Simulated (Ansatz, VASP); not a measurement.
One calculation of Sn, two programs

```xyz
2
Lattice="-2.9401 2.9401 1.5993 2.9401 -2.9401 1.5993 2.9401 2.9401 -1.5993" Properties=species:S:1:pos:R:3 pbc="T T T"
Sn    0.0000    2.9401    0.7997
Sn    0.0000    0.0000    0.0000
```

Alike in both runs: task single point; functional PBE; k mesh 18 × 18 × 18; occupations gaussian, width 0.15 eV; no spin polarisation.

```csv
,VASP,Ansatz
version,VASP 6.6.1,Ansatz 0.2.0
potentials or method,"VASP PAW PBE potentials, release 64 (Sn_d), cutoff 520 eV","scalar-relativistic, plane waves, PAW"
valence electrons in the cell,28,28
```

|  | VASP | Ansatz | Ansatz less VASP |
| --- | --- | --- | --- |
| gap on the k mesh at the Fermi level (eV) | none | none | - |
| pressure (GPa) | 1.3 | 1.4 | +0.07 |
| traceless stress, the component that is largest in VASP (GPa) | -0.08 | -0.08 | +0.003 |

A gap of «none» marks a metal or a gap that the smearing closes. With one functional, cell and mesh, what is left measures potentials, basis and numerics.
